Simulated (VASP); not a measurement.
Write the native input for VASP 6.6.1 that does the following.

```yaml
Task: single point
Functional: PBE
Potentials_or_basis: VASP PAW PBE potentials, release 64 (Ir)
Cutoff: 520 eV
k_mesh: 24 × 24 × 22
Occupations: gaussian, width 0.1 eV
Spin: no spin polarisation
Dipole_correction: no
Further_INCAR_settings: ALGO = Normal; EDIFF = 1e-07; NBANDS = 10
```

The structure of Ir lies in POSCAR:

```
Ir
1.0
    2.6567656009      0.0000000000      0.0000000000
   -1.3283828005      2.3008265023      0.0000000000
    0.0000000000      0.0000000000      2.5977988839
Ir
1
Direct
    0.0000000000      0.0000000000      0.0000000000
```

The input as run:

INCAR

```
ALGO = Normal
EDIFF = 1E-7
ENCUT = 520
GGA = PE
ISIF = 2
ISMEAR = 0
LASPH = T
LCHARG = F
LREAL = F
LWAVE = F
NBANDS = 10
NELM = 100
PREC = Accurate
SIGMA = 0.1
```

KPOINTS

```
k-points
0
Gamma
  24 24 22
```

Potentials or basis: VASP PAW PBE potentials, release 64 (Ir).

Run with:

```bash
$ cat potpaw_PBE.64/Ir/POTCAR > POTCAR
$ mpirun -np 1 vasp_std > vasp.out
```

Results of the run:

```json
{
 "Pressure": "0.2 GPa"
}
```

Run time: 47 s on 1 thread of Intel(R) Xeon(R) Platinum 8488C (Sapphire Rapids), with other jobs on the host, peak memory 0.23 GiB.
